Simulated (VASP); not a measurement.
Here is a VASP 6.6.1 calculation.

The input INCAR:

```
SYSTEM = LaYMg4
  PREC = Accurate
  ENCUT = 520
  EDIFF = 1E-6
  ISMEAR = 1
  SIGMA = 0.1
  LREAL = .False.
  LASPH = .True.
  NELM = 100
  ALGO = Normal
  ISIF = 2
  LWAVE = .False.
  LCHARG = .False.
  GGA = PS
  NBANDS = 24
```

File KPOINTS:

```
Automatic mesh
0
Gamma
  5 5 5
  0 0 0
```

The input POSCAR:

```
LaYMg4
1.0
    0.0000000000      4.3329220000      4.3329220000
    4.3329220000      0.0000000000      4.3329220000
    4.3329220000      4.3329220000      0.0000000000
La Y Mg
1 1 4
Direct
    0.7500000000      0.7500000000      0.7500000000
    0.0000000000      0.0000000000      0.0000000000
    0.3760359557      0.3737280443      0.3737280443
    0.8753530000      0.3748820000      0.3748820000
    0.3748820000      0.3748820000      0.8753530000
    0.3748820000      0.8753530000      0.3748820000
```

Potentials or basis: VASP PAW PBE potentials, release 64 (La, Y_sv, Mg).

Launch:

```sh
$ cat potpaw_PBE.64/La/POTCAR potpaw_PBE.64/Y_sv/POTCAR potpaw_PBE.64/Mg/POTCAR > POTCAR
$ mpirun -np 1 vasp_std > vasp.out
```

(1) Estimate the largest force.

(2) Predict the pressure.

Results:

(1) 0.043 eV/Å.

(2) -1.3 GPa.

Caveat: the PAW data sets were made with another functional, which shifts forces and pressure a little.
